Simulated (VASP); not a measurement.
ZnH2, 3 atoms in the cell. Symmetry: P4/mmm, No. 123, tetragonal system. Conventional cell: a = 2.836 Å, b = 2.836 Å, c = 3.366 Å, α = 90.00°, β = 90.00°, γ = 90.00°. Zn (site symmetry 4/mmm) has 6 H at 1.68 to 2.01 Å within 2.2 Å. H (site symmetry 4/mmm) has 4 Zn at 2.01 Å and 8 H at 2.62 Å within 2.7 Å. H (site symmetry 4/mmm) has 2 Zn at 1.68 Å within 2.2 Å. 

```yaml
Program: VASP 6.6.1
Task: single point
Functional: PBE
Potentials_or_basis: VASP PAW PBE potentials, release 64 (Zn, H)
Cutoff: 520 eV
k_mesh: 6 × 6 × 6
Occupations: gaussian, width 0.1 eV
Spin: no spin polarisation
Dipole_correction: no
Further_INCAR_settings: ALGO = Normal; EDIFF = 1e-06; NBANDS = 14
```

Potentials or basis: VASP PAW PBE potentials, release 64 (Zn, H).

The run is started by

```console
$ cat potpaw_PBE.64/Zn/POTCAR potpaw_PBE.64/H/POTCAR > POTCAR
$ mpirun -np 1 vasp_std > vasp.out
```

Hardware: 1 thread of Intel(R) Xeon(R) Platinum 8375C CPU @ 2.90GHz (Ice Lake), with other jobs on the host.

Problem. How long does it take, and how much memory?

Solution. Wall time 9.4 s on 1 thread of Intel(R) Xeon(R) Platinum 8375C CPU @ 2.90GHz (Ice Lake), with other jobs on the host, peak memory 0.14 GiB. Counts: scf iterations 12, k points 40.
